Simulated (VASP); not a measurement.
BaO: single point with PBE+D3(BJ)

BaO:

```
Ba O
1.0
     0.00000    2.78619    2.78619
     2.78619    0.00000    2.78619
     2.78619    2.78619    0.00000
Ba O
1 1
Direct
  0.00000 0.00000 0.00000
  0.50000 0.50000 0.50000
```

```yaml
Program: VASP 6.6.1
Task: single point
Functional: PBE
Dispersion: D3(BJ)
Potentials_or_basis: VASP PAW PBE potentials, release 64 (Ba_sv, O)
Cutoff: 600 eV
k_mesh: 8 × 8 × 8
Occupations: gaussian, width 0.01 eV
Spin: no spin polarisation
```

The pressure is -0.1 GPa, the band gap on the k mesh is 2.04 eV, direct and the dispersion energy per atom is -0.222 eV.

Levels at points of the mesh, in eV from the valence-band top:
| k point | band 4 | band 5 | band 6 | band 7 | band 8 | band 9 | band 10 | band 11 | band 12 | band 13 |
| --- | --- | --- | --- | --- | --- | --- | --- | --- | --- | --- |
| (0.00, 0.00, 0.00) | -10.46 | -10.46 | -0.30 | -0.30 | -0.30 | 3.47 | 4.69 | 4.69 | 4.69 | 6.91 |
| (0.50, 0.00, 0.00) | -10.57 | -10.57 | -1.92 | -1.40 | -1.40 | 4.91 | 7.10 | 7.10 | 8.09 | 10.36 |
| (0.50, 0.50, 0.00) | -11.01 | -11.01 | -0.13 | -0.13 | 0.00 | 2.04 | 5.90 | 8.81 | 9.28 | 9.62 |

It took 24 s on 1 thread of Intel(R) Xeon(R) Platinum 8375C CPU @ 2.90GHz (Ice Lake), with other jobs on the host, peak memory 0.19 GiB.

Caveat: spin-orbit coupling is left out, which moves the levels of the heavy elements. As with any semilocal functional, this PBE gap is likely too small.
